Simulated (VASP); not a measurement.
Write the native input for VASP 6.6.1 that does the following.

```
Task                   : relaxation of cell and atoms
Functional             : PBE
Potentials or basis    : VASP PAW PBE potentials, release 64 (Cs_sv, Pr_3), 4f in core
Cutoff                 : 500 eV
k mesh                 : 12 × 12 × 1
Occupations            : gaussian, width 0.1 eV
Spin                   : no spin polarisation
Dipole correction      : no
Further INCAR settings : ALGO = Normal; EDIFF = 1e-07; IBRION = 2; EDIFFG = -0.001; NSW = 80; ISIF = 3
```

The structure of Cs3Pr lies in POSCAR:

```
Cs3Pr
1.0
    4.4790540496      0.0000000000      0.0000000000
   -2.2395270248      3.8789745919      0.0000000000
    0.0000000000      0.0000000000     34.0039820512
Cs Pr
6 2
Direct
    0.3333333333      0.6666666667      0.1098154510
    0.6666666667      0.3333333333      0.6098154510
    0.3333333333      0.6666666667      0.3901845490
    0.6666666667      0.3333333333      0.8901845490
    0.3333333333      0.6666666667      0.7500000000
    0.6666666667      0.3333333333      0.2500000000
    0.0000000000      0.0000000000      0.0000000000
    0.0000000000      0.0000000000      0.5000000000
```

These files were run (other wordings do the same):

INCAR

```
  PREC = Accurate
  ENCUT = 500
  EDIFF = 1E-7
  ISMEAR = 0
  SIGMA = 0.1
  LREAL = False
  LASPH = True
  NELM = 200
  ALGO = Normal
  ISIF = 3
  LWAVE = False
  LCHARG = False
  GGA = PE
  IBRION = 2
  NSW = 80
  EDIFFG = -0.001
  GGA_COMPAT = False
  NELMIN = 4
  LMAXMIX = 6
```

KPOINTS

```
regular mesh
0
Gamma
  12 12 1
```

Potentials or basis: VASP PAW PBE potentials, release 64 (Cs_sv, Pr_3), 4f in core.

Launch:

```console
$ cat potpaw_PBE.64/Cs_sv/POTCAR potpaw_PBE.64/Pr_3/POTCAR > POTCAR
$ mpirun -np 1 vasp_std > vasp.out
```

It gave:

```json
{
  "Relaxed volume": "73.89 Å³/atom",
  "Relaxed cell": "a = 4.483 Å, b = 4.483 Å, c = 33.967 Å, α = 90.00°, β = 90.00°, γ = 120.00°",
  "Space group after relaxing (to 0.1 Å)": "P6_3/mmc (No. 194)",
  "Energy gained by relaxing": "0.0 meV/atom",
  "Ionic steps": "4",
  "Pressure after relaxing": "0.0 GPa",
  "Band gap on the k mesh": "zero (bands 38 and 39 overlap by 0.89 eV)"
}
```

Caveat: spin-orbit coupling is left out, which moves the levels of the heavy elements; the 4f electrons are frozen in the core, so they carry no moment and show no levels.

It took 18 min on 1 thread of Intel(R) Xeon(R) 6975P-C (Granite Rapids), on a shared host, peak memory 0.93 GiB.
